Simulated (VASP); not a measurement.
Set up this calculation in VASP 6.6.1, as the native input.

* Task: single point
* Functional: PBE
* Dispersion: D3(BJ)
* Potentials or basis: VASP PAW PBE potentials, release 64 (O, H, N)
* Cutoff: 520 eV
* k mesh: 1 × 1 × 1
* Occupations: fermi-dirac, width 0.02 eV
* Spin: no spin polarisation
* Dipole correction: no
* Further INCAR settings: LREAL = Auto; ALGO = Normal; EDIFF = 1e-07; NBANDS = 56

The structure of H19NO8 lies in POSCAR:

```
H19NO8
1.0
    6.3088310000      0.0000000000      0.0000000000
    0.0000000000      6.3088310000      0.0000000000
    0.0000000000      0.0000000000      6.3088310000
O H N
8 19 1
Direct
    0.7005735294      0.6510873409      0.9920379861
    0.2453069356      0.1754049205      0.6111274815
    0.7925715556      0.0569202123      0.1325285144
    0.9797377676      0.8758991959      0.5000609463
    0.3133544075      0.4911369476      0.8601910560
    0.5729112097      0.2746309102      0.4261645303
    0.5491033125      0.6859907961      0.5300031020
    0.8454181131      0.3112145499      0.7495683432
    0.5554594821      0.5997149076      0.9645210024
    0.7911766855      0.5922333313      0.8823346195
    0.3731594649      0.1695401256      0.5123453141
    0.1508995882      0.0401976214      0.5939610682
    0.9166357444      0.0176260864      0.2157610499
    0.7540541187     -0.0855943042      0.0808390651
    0.8326740723      0.8329752374      0.5358044937
    1.0378943421      0.7393921314      0.4179696682
    0.3460704527      0.5961326274      0.7440047134
    0.2880882369      0.3529814002      0.7868494179
    0.6788737882      0.2838560741      0.5462501690
    0.6542733511      0.2205638414      0.3010224874
    0.4987453302      0.8032391421      0.4491798877
    0.5537000436      0.5669037576      0.4250074221
    0.8355906189      0.2150636148      0.8714768235
    0.9937974246      0.2881674909      0.7044252731
    0.1494096133      0.5389746531      0.1401685986
    0.2141759702      0.4317281601      0.3752517701
   -0.0155020795      0.4532059901      0.2967903245
    0.1224791090      0.5302884163      0.3060313392
```

The input as run:

INCAR

```
PREC = Accurate
ENCUT = 520
EDIFF = 1E-7
ISMEAR = -1
SIGMA = 0.02
LREAL = Auto
LASPH = T
NELM = 60
ALGO = Normal
ISIF = 2
LWAVE = F
LCHARG = F
GGA = PE
IVDW = 12
NBANDS = 56
```

KPOINTS

```
Automatic mesh
0
Gamma
  1 1 1
```

Potentials or basis: VASP PAW PBE potentials, release 64 (O, H, N).

The run is started by

```console
$ cat potpaw_PBE.64/O/POTCAR potpaw_PBE.64/H/POTCAR potpaw_PBE.64/N/POTCAR > POTCAR
$ mpirun -np 1 vasp_gam > vasp.out
```

Results of the run:

```yaml
Pressure: 1.0 GPa
Largest_force: 4.610 eV/Å
Dispersion_energy_per_atom: -0.039 eV
```

Caveat: the k points lie up to 1.00 Å⁻¹ apart, too coarse for converged energies, forces and pressures.

Run time: 61 s on 1 thread of Intel Xeon 8259CL, on a shared host, peak memory 0.3 GiB.
